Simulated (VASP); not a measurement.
TiO2: single point with PBEsol

Crystal: TiO2.

```
Ti O
1.0
     4.65415    0.00000    0.00000
     0.00000    4.65415    0.00000
     0.00000    0.00000    2.86009
Ti O
2 4
Direct
  0.00000 0.00000 0.00000
  0.50000 0.50000 0.50000
  0.30444 0.30444 0.00000
  0.19556 0.80444 0.50000
  0.69556 0.69556 0.00000
  0.80444 0.19556 0.50000
```

This cell differs from its parent crystal: ratio of the length along z to the lengths across it x 0.96, volume and fractional coordinates fixed.

- Program: VASP 6.6.1
- Task: single point
- Functional: PBEsol
- Potentials or basis: VASP PAW PBE potentials, release 64 (Ti_sv, O)
- Cutoff: 520 eV
- k mesh: 8 × 8 × 10
- Occupations: gaussian, width 0.05 eV
- Spin: no spin polarisation

```
Pressure               : 2.7 GPa
Largest force          : 0.075 eV/Å
Band gap on the k mesh : 1.92 eV, direct
```

Forces in eV/Å, atoms in the order of the input:
```
Ti   0.000  0.000  0.000
Ti   0.000  0.000  0.000
O   -0.053 -0.053  0.000
O    0.053 -0.053  0.000
O    0.053  0.053  0.000
O   -0.053  0.053  0.000
```

Stress tensor (GPa, compression positive):
```
-1.40  0.00  0.00
 0.00 -1.40  0.00
 0.00  0.00 10.93
```

Levels at points of the mesh, in eV from the valence-band top:
| k point | band 21 | band 22 | band 23 | band 24 | band 25 | band 26 | band 27 | band 28 |
| --- | --- | --- | --- | --- | --- | --- | --- | --- |
| (0.00, 0.00, 0.00) | -0.46 | -0.40 | -0.40 | 0.00 | 1.92 | 2.15 | 2.72 | 2.79 |
| (0.50, 0.00, 0.00) | -1.29 | -1.29 | -0.69 | -0.69 | 2.61 | 2.61 | 3.25 | 3.25 |
| (0.50, 0.50, 0.00) | -1.03 | -1.03 | -0.99 | -0.99 | 1.93 | 1.93 | 2.80 | 2.80 |
| (0.00, 0.00, 0.50) | -2.19 | -2.19 | -1.39 | -1.39 | 3.08 | 3.08 | 3.71 | 3.71 |
| (0.50, 0.00, 0.50) | -2.02 | -2.02 | -0.96 | -0.96 | 2.02 | 2.02 | 3.71 | 3.71 |
| (0.50, 0.50, 0.50) | -1.17 | -1.17 | -0.64 | -0.64 | 2.73 | 2.73 | 3.33 | 3.33 |

It took 3.5 min on 1 thread of Intel Xeon 6975P-C, with other jobs on the host, peak memory 0.27 GiB.

Caveat: the PAW data sets were made with another functional, which shifts forces and pressure a little. A k mesh can miss the band edges.
